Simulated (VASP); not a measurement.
A run of VASP 6.6.1 is set up as follows.

File POSCAR:

```
AsPdF5
1.0
    3.4315252433      0.0000000000      0.0000000000
    0.0000000000      3.4315252433      0.0000000000
    0.0000000000      0.0000000000      6.6329260416
As Pd F
1 1 5
Direct
    0.0000000000      0.0000000000      0.5000000000
    0.5000000000      0.5000000000      0.0000000000
    0.0000000000      0.0000000000      0.0000000000
    0.5000000000      0.0000000000      0.6821679512
    0.0000000000      0.5000000000      0.6821679512
    0.5000000000      0.0000000000      0.3178320488
    0.0000000000      0.5000000000      0.3178320488
```

Contents of INCAR.step1:

```
PREC = Accurate
ENCUT = 520
ISMEAR = -1
SIGMA = 0.03
LREAL = False
LASPH = True
NELM = 60
NBANDS = 34
GGA = PE
ALGO = Normal
EDIFF = 1E-4
LWAVE = True
LCHARG = False
```

The input INCAR.step2:

```
PREC = Accurate
ENCUT = 520
EDIFF = 1E-7
ISMEAR = -1
SIGMA = 0.03
LREAL = False
LASPH = True
NELM = 60
ALGO = Normal
ISIF = 2
LWAVE = False
LCHARG = False
METAGGA = R2SCAN
LMIXTAU = True
LUSE_VDW = True
IVDW_NL = 2
BPARAM = 11.95
CPARAM = 0.0093
NBANDS = 34
ISTART = 1
```

KPOINTS

```
regular mesh
0
Gamma
  6 6 4
```

Potentials or basis: VASP PAW PBE potentials, release 64 (As, Pd, F).

Run with:

```bash
$ cat potpaw_PBE.64/As/POTCAR potpaw_PBE.64/Pd/POTCAR potpaw_PBE.64/F/POTCAR > POTCAR
$ cp INCAR.step1 INCAR
$ mpirun -np 1 vasp_std > vasp.out
$ cp INCAR.step2 INCAR
$ mpirun -np 1 vasp_std > vasp.out
```

(1) Estimate the pressure.

(2) Estimate the band gap on the k mesh.

(3) Estimate the largest force.

Answers

(1) -0.2 GPa.

(2) zero (band 25 reaches 2.86 eV, above the bottom of band 26 at 2.10 eV).

(3) 0.031 eV/Å.

Caveat: the PAW data sets were made with another functional, which shifts forces and pressure a little.
